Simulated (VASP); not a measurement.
Crystal: SrTiO3.

```xyz
5
Lattice="3.9053 0.0000 0.0000 0.0000 3.9053 0.0000 0.0000 0.0000 3.9053" Properties=species:S:1:pos:R:3 pbc="T T T"
Sr    1.9526    1.9526    1.9526
Ti    0.0000    0.0000    0.0000
O     1.9526    0.0000    0.0000
O     0.0000    1.9526    0.0000
O     0.0000    0.0000    1.9526
```

```yaml
Program: VASP 6.6.1
Task: relaxation of cell and atoms
Functional: PBE
Potentials_or_basis: VASP PAW PBE potentials, release 64 (Sr_sv, Ti_sv, O)
Cutoff: 600 eV
k_mesh: 8 × 8 × 8
Occupations: gaussian, width 0.02 eV
Spin: no spin polarisation
```

At the start: pressure 4.7 GPa; volume 11.91 Å³/atom.

Q: Where does the relaxation end?

A: Over 3 steps the energy falls by 4.6 meV/atom and the volume is 12.23 Å³/atom (+2.7 %); space group Pm-3m (No. 221, to 0.1 Å) before and after.

The path:
| step | energy change (eV) | largest force (eV/Å) | pressure (GPa) | volume (Å³) |
| --- | --- | --- | --- | --- |
| 1 | 0.0000 | 0.0000 | 4.69 | 59.56 |
| 2 | -0.0057 | 0.0000 | -3.75 | 62.62 |
| 3 | -0.0232 | 0.0000 | -0.02 | 61.17 |

Final structure:
```xyz
5
Lattice="3.9402 0.0000 0.0000 0.0000 3.9402 0.0000 0.0000 0.0000 3.9402" Properties=species:S:1:pos:R:3 pbc="T T T"
Sr    1.9701    1.9701    1.9701
Ti    0.0000    0.0000    0.0000
O     1.9701    0.0000    0.0000
O     0.0000    1.9701    0.0000
O     0.0000    0.0000    1.9701
```
